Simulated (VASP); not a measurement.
Runs of VASP 6.6.1 on HfC (NiAs type). The structure is that of space group P6_3/mmc (No. 194), or close to it. The cells are those of the table. 

```csv
cell,gap on the mesh (eV),pressure (GPa)
"a = 2.617, b = 2.617, c = 4.941 Å, angles 90.0, 90.0, 120.0°, 4 atoms",none,(a)
"a = 3.193, b = 3.193, c = 5.672 Å, angles 90.0, 90.0, 120.0°, 4 atoms",none,13.9
"a = 2.897, b = 2.897, c = 5.277 Å, angles 90.0, 90.0, 120.0°, 4 atoms",none,128.2
"a = 3.011, b = 3.011, c = 5.429 Å, angles 90.0, 90.0, 120.0°, 4 atoms",none,71.2
```

Alike in all rows: task single point; level PBE; potentials or basis VASP PAW PBE potentials, release 64 (Hf_pv, C); no spin polarisation; k mesh 10 × 10 × 6; cutoff (eV) 520; smearing fermi-dirac 0.05 eV.

Fill in the values left out.

(a) 375.6.

Caveats: the cell stands under pressure; spin-orbit coupling is left out, which moves the levels of the heavy elements.

A k mesh can miss the band edges, and the runs leave out spin-orbit coupling on Hf.

A gap of «none» marks levels without a gap at the run's occupations.
